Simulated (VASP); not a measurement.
Here is a VASP 6.6.1 calculation.

The input INCAR:

```
  PREC = Accurate
  ENCUT = 520
  EDIFF = 1E-6
  ISMEAR = 0
  SIGMA = 0.15
  LREAL = F
  LASPH = T
  NELM = 80
  ALGO = Fast
  ISIF = 2
  LWAVE = F
  LCHARG = F
  GGA = PS
  NBANDS = 26
```

File KPOINTS:

```
regular mesh
0
Gamma
  12 10 10
```

File POSCAR:

```
Al2Cu
1.0
    4.0841721965      0.0000000000      0.0000000000
    0.0000000000      4.0841721965      2.8463947513
    0.0000000000     -4.0841721965      2.8463947513
Al Cu
4 2
Direct
    0.5000000000      0.7377576171      0.7622423829
    0.5000000000      0.2622423829      0.2377576171
    0.0000000000      0.5000000000      0.0000000000
    0.0000000000      0.0000000000      0.5000000000
    0.0000000000      0.0000000000      1.0000000000
    0.0000000000      0.5000000000      0.5000000000
```

Potentials or basis: VASP PAW PBE potentials, release 64 (Al, Cu).

Launch:

```bash
$ cat potpaw_PBE.64/Al/POTCAR potpaw_PBE.64/Cu/POTCAR > POTCAR
$ mpirun -np 1 vasp_std > vasp.out
```

Task: Estimate the largest force.

Result: 0.049 eV/Å.

Task: What does it give for the band gap on the k mesh?

Result: Zero (bands 17 and 18 overlap by 3.23 eV).

Task: What does it give for the pressure?

Result: 0.5 GPa.

Forces in eV/Å, atoms in the order of the input:
```
Al   0.000  0.049  0.000
Al   0.000 -0.049  0.000
Al   0.000  0.000  0.000
Al   0.000  0.000  0.000
Cu   0.000  0.000  0.000
Cu   0.000  0.000  0.000
```

Caveat: the cell differs from its parent crystal (atoms displaced along a vibrational mode); the PAW data sets were made with another functional, which shifts forces and pressure a little.
